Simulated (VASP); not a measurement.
# F (C2/m) in VASP: notebook, part 2 of 2

VASP 6.6.1. The steps go on from the part before.

**5. Single point, PBEsol**

This run uses another cell than the first one, of 19.22 Å³/atom, 0.912 times its volume.

INCAR

```
SYSTEM = F
PREC     = Accurate       ! precision mode
ENCUT    = 520            ! plane-wave cutoff, eV
EDIFF    = 1E-6           ! SCF threshold, eV
ISMEAR   = 0              ! smearing method
SIGMA    = 0.05           ! smearing width, eV
LREAL    = .FALSE.        ! projectors in reciprocal space
LASPH    = .TRUE.         ! aspherical terms in the spheres
NELM     = 80             ! most SCF steps
ALGO     = Normal         ! electronic algorithm
ISIF     = 2              ! what is computed and relaxed
LWAVE    = .FALSE.        ! write WAVECAR
LCHARG   = .TRUE.         ! write CHGCAR
GGA      = PS             ! functional
LELF     = .TRUE.         ! ELF
LVHAR    = .TRUE.       
NBANDS   = 22             ! bands
```

KPOINTS

```
regular mesh
0
G
  4 4 2
  0 0 0
```

POSCAR

```
F
1.0
    3.1675067964     -1.7630008860     -0.2443054497
    3.1675067964      1.7630008860     -0.2443054497
   -2.3989259579      0.0000000000      7.0674619888
F
4
Direct
    0.0848459664      0.0848459664      0.0940038325
    0.9151540336      0.9151540336      0.9059961675
    0.5015719855      0.5015719855      0.5937195244
    0.4984280145      0.4984280145      0.4062804756
```

Potentials or basis: VASP PAW PBE potentials, release 64 (F).

Launch:

```console
> cat potpaw_PBE.64/F/POTCAR > POTCAR
> mpirun -np 1 vasp_std > vasp.out
```

OUTCAR:

```text
SYSTEM = F
   PREC = Accurate
   ENCUT = 520
   EDIFF = 1E-6
   ISMEAR = 0
   LREAL = .FALSE.
   LASPH = .TRUE.
   NELM = 80
   ISIF = 2
   GGA = PS

 ion  position               nearest neighbor table
   1  0.085  0.085  0.094-   2 1.39
   2  0.915  0.915  0.906-   1 1.39
   3  0.502  0.502  0.594-   4 1.39
   4  0.498  0.498  0.406-   3 1.39

[... 538 lines left out ...]

  FORCE on cell =-STRESS in cart. coord.  units (eV):
  Direction    XX          YY          ZZ          XY          YZ          ZX
  --------------------------------------------------------------------------------------
  -------------------------------------------------------------------------------------
  Total        0.0698634     -0.2421793      1.6442387      0.0000000      0.0000000      0.1206538
  in kB        1.4561909     -5.0478377     34.2715060      0.0000000      0.0000000      2.5148343
  external PRESSURE =      10.2266197 kB  Pullay stress =       0.0000000 kB

 VOLUME and BASIS-vectors are now :
 -----------------------------------------------------------------------------
  energy-cutoff  :      520.00
  volume of cell :       76.87
      direct lattice vectors                 reciprocal lattice vectors
     3.167506796 -1.763000886 -0.244305450     0.162096539 -0.283607345  0.055020826
     3.167506796  1.763000886 -0.244305450     0.162096539  0.283607345  0.055020826
    -2.398925958  0.000000000  7.067461989     0.011206588  0.000000000  0.145297389

 POSITION                                       TOTAL-FORCE (eV/Angst)
 -----------------------------------------------------------------------------------
      0.31199      0.00000      0.62291         0.352730      0.000000      0.692612
      3.62410      0.00000      5.95594        -0.352730      0.000000     -0.692612
      1.75318      0.00000      3.95102        -0.237248      0.000000      0.740414
      2.18291      0.00000      2.62783         0.237248      0.000000     -0.740414
 -----------------------------------------------------------------------------------
    total drift:                                0.000000      0.000000     -0.000000

  FREE ENERGIE OF THE ION-ELECTRON SYSTEM (eV)
  ---------------------------------------------------
  free  energy   TOTEN  =        -7.7848866909 eV

  energy  without entropy=       -7.7848866909  energy(sigma->0) =       -7.78488669
```

OSZICAR:

```text
N       E                     dE             d eps       ncg     rms          rms(c)
DAV:   1     0.178958295290E+03    0.17896E+03   -0.15092E+04   624   0.115E+03
DAV:   2    -0.290238376864E+00   -0.17925E+03   -0.17203E+03   824   0.282E+02
DAV:   3    -0.950152900406E+01   -0.92113E+01   -0.91598E+01   726   0.626E+01
DAV:   4    -0.955866116942E+01   -0.57132E-01   -0.57127E-01   664   0.571E+00
DAV:   5    -0.955900482519E+01   -0.34366E-03   -0.34365E-03   718   0.431E-01    0.112E+01
DAV:   6    -0.824179339068E+01    0.13172E+01   -0.47807E-01   640   0.702E+00    0.629E+00
DAV:   7    -0.778678039930E+01    0.45501E+00   -0.63653E-01   622   0.763E+00    0.724E-01
DAV:   8    -0.778471232806E+01    0.20681E-02   -0.82127E-02   640   0.205E+00    0.123E-01
DAV:   9    -0.778478357482E+01   -0.71247E-04   -0.10523E-03   712   0.250E-01    0.698E-02
DAV:  10    -0.778488474478E+01   -0.10117E-03   -0.28053E-04   652   0.140E-01    0.266E-02
DAV:  11    -0.778488710132E+01   -0.23565E-05   -0.28331E-05   652   0.514E-02    0.737E-03
DAV:  12    -0.778488669088E+01    0.41044E-06   -0.50035E-06   682   0.190E-02
   1 F= -.77848867E+01 E0= -.77848867E+01  d E =-.663065E-20
```

Wall time 48 s (1 thread of AMD EPYC 7R13, shared host); peak memory 0.18 GiB.

Results:

```
Free energy            : -7.7849 eV
Pressure               : 1.0 GPa
Largest force          : 0.777 eV/Å
Band gap on the k mesh : 3.13 eV, indirect (least direct gap 3.22 eV)
```

Forces in eV/Å, atoms in the order of the input:
```
F    0.353  0.000  0.693
F   -0.353  0.000 -0.693
F   -0.237  0.000  0.740
F    0.237  0.000 -0.740
```

Caveat: the k points lie up to 0.52 Å⁻¹ apart; the PAW data sets were made with another functional, which shifts forces and pressure a little.

**6. Single point, PBEsol**

This run uses another cell than the first one, of 19.22 Å³/atom, 0.912 times its volume.

INCAR

```
PREC = Accurate ; ENCUT = 520
EDIFF = 1E-6 ; ISMEAR = 0
SIGMA = 0.05 ; LREAL = F
LASPH = T ; NELM = 100
ALGO = Normal ; ISIF = 2
LWAVE = F ; LCHARG = T
GGA = PS ; LELF = T
LVHAR = T ; NBANDS = 22
```

KPOINTS

```
regular mesh
0
Gamma
  4 4 2
```

POSCAR

```
F
1.0
    3.2358515821     -1.7442832541     -0.2495767892
    3.2358515821      1.7442832541     -0.2495767892
   -2.4676756397      0.0000000000      6.9996943129
F
4
Direct
    0.0848459664      0.0848459664      0.0940038325
    0.9151540336      0.9151540336      0.9059961675
    0.5015719855      0.5015719855      0.5937195244
    0.4984280145      0.4984280145      0.4062804756
```

Potentials or basis: VASP PAW PBE potentials, release 64 (F).

Launch:

```console
> cat potpaw_PBE.64/F/POTCAR > POTCAR
> mpirun -np 1 vasp_std > vasp.out
```

Run time: 47 s. Hardware: 1 thread of AMD EPYC 7R13, shared host; peak memory 0.18 GiB.

The run converged. Its results:

```
Free energy            : -7.7687 eV
Pressure               : 1.7 GPa
Largest force          : 1.126 eV/Å
Band gap on the k mesh : 3.24 eV, indirect (least direct gap 3.34 eV)
```

Forces on the atoms (eV/Å):
```
F    0.521  0.000  0.994
F   -0.521  0.000 -0.994
F   -0.357  0.000  1.068
F    0.357  0.000 -1.068
```

Stress tensor (GPa, compression positive):
```
 0.49  0.00  0.35
 0.00 -0.50  0.00
 0.35  0.00  5.11
```

Levels at points of the mesh, in eV from the valence-band top:
```tsv
k point	band 10	band 11	band 12	band 13	band 14	band 15	band 16	band 17	band 18	band 19
(0.00, 0.00, 0.00)	-3.68	-0.38	-0.17	-0.14	-0.10	3.24	3.96	8.52	11.04	12.10
(0.50, 0.00, 0.00)	-3.81	-0.38	-0.32	-0.30	-0.19	3.64	3.71	12.43	12.56	14.12
(0.50, 0.50, 0.00)	-3.70	-0.33	-0.27	-0.18	0.00	3.59	3.68	12.57	12.60	12.91
(0.00, 0.00, 0.50)	-3.68	-0.32	-0.22	-0.17	-0.10	3.54	3.61	9.41	9.42	14.80
(0.50, 0.00, 0.50)	-3.76	-0.50	-0.36	-0.21	-0.07	3.49	3.84	12.35	13.14	13.37
(0.50, 0.50, 0.50)	-3.76	-0.35	-0.25	-0.16	-0.10	3.62	3.70	12.08	12.21	14.29
```

Caveat: the k points lie up to 0.52 Å⁻¹ apart; the PAW data sets were made with another functional, which shifts forces and pressure a little.

**7. Overview**

```csv
cell,gap on the mesh (eV),pressure (GPa),largest force (eV/Å)
"a = 3.799, b = 3.799, c = 7.652 Å, angles 110.8, 110.8, 56.5°, 4 atoms",2.80,-1.5,0.53
"a = 3.470, b = 3.470, c = 7.627 Å, angles 107.7, 107.7, 63.7°, 4 atoms",2.72,-1.4,0.42
"a = 3.537, b = 3.537, c = 7.554 Å, angles 108.7, 108.7, 61.2°, 4 atoms",2.89,-0.3,0.09
"a = 3.633, b = 3.633, c = 7.464 Å, angles 110.1, 110.1, 58.1°, 4 atoms",3.13,1.0,0.78
"a = 3.685, b = 3.685, c = 7.422 Å, angles 110.8, 110.8, 56.5°, 4 atoms",3.24,1.7,1.13
```

Alike in all rows: task single point; level PBEsol; potentials or basis VASP PAW PBE potentials, release 64 (F); no spin polarisation; k mesh 4 × 4 × 2; cutoff (eV) 520; smearing gaussian 0.05 eV.

Caveats: all runs use coarse meshes; the PAW data sets were made with another functional, which shifts forces and pressure a little.

Total energies depend on the potentials used, so only differences within one code and one set of settings carry meaning.
